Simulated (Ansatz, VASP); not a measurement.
**Mo: VASP beside Ansatz**

INCAR

```
PREC = Accurate ; ENCUT = 520
EDIFF = 1E-7 ; ISMEAR = -1
SIGMA = 0.1 ; LREAL = False
LASPH = True ; NELM = 80
ALGO = Normal ; ISIF = 2
LWAVE = False ; LCHARG = True
GGA = PE ; LELF = True
LVHAR = True ; NBANDS = 13
```

KPOINTS

```
regular mesh
0
Gamma
  14 14 14
```

The input POSCAR:

```
Mo
1.0
    2.5325590489      0.0000000000      0.0000000000
    0.0000000000      2.5325590489      0.0000000000
    0.0000000000      0.0000000000      2.5325590489
Mo
1
Direct
    0.0000000000      0.0000000000      0.0000000000
```

Input for Ansatz:

```yaml
crystal:
  lattice:
    - [2.5325590489, 0.0, 0.0]
    - [0.0, 2.5325590489, 0.0]
    - [0.0, 0.0, 2.5325590489]
  atoms:
    - { symbol: Mo, position: [0.0, 0.0, 0.0] }
hamiltonian:
  xc: pbe
  pseudopotentials:
    kind: paw
    azcp:
      Mo: "pseudopotentials/Mo.paw.azcp"
basis:
  ecutwfc: 420
  fft_grid_basis: typed
kpoints:
  mp_grid: { grid: [14, 14, 14], shift: [0, 0, 0] }
magnetization:
  spin_polarized: false
scf:
  occupations: { method: fermi_dirac, width: 0.1 }
  lower_state_search: "off"
output:
  stress: true
```

Alike in both runs: task single point; functional PBE; k mesh 14 × 14 × 14; occupations fermi-dirac, width 0.1 eV; no spin polarisation.

|  | VASP | Ansatz |
| --- | --- | --- |
| version | VASP 6.6.1 | Ansatz 0.2.0 |
| potentials or method | VASP PAW PBE potentials, release 64 (Mo_sv), cutoff 520 eV | plane waves (420 eV) with PAW, scalar-relativistic |
| valence electrons in the cell | 14 | 14 |

VASP gave:

```
pressure (GPa) : 18.2
```

What did Ansatz give for the same quantities?

Pressure (GPa): 17.5.
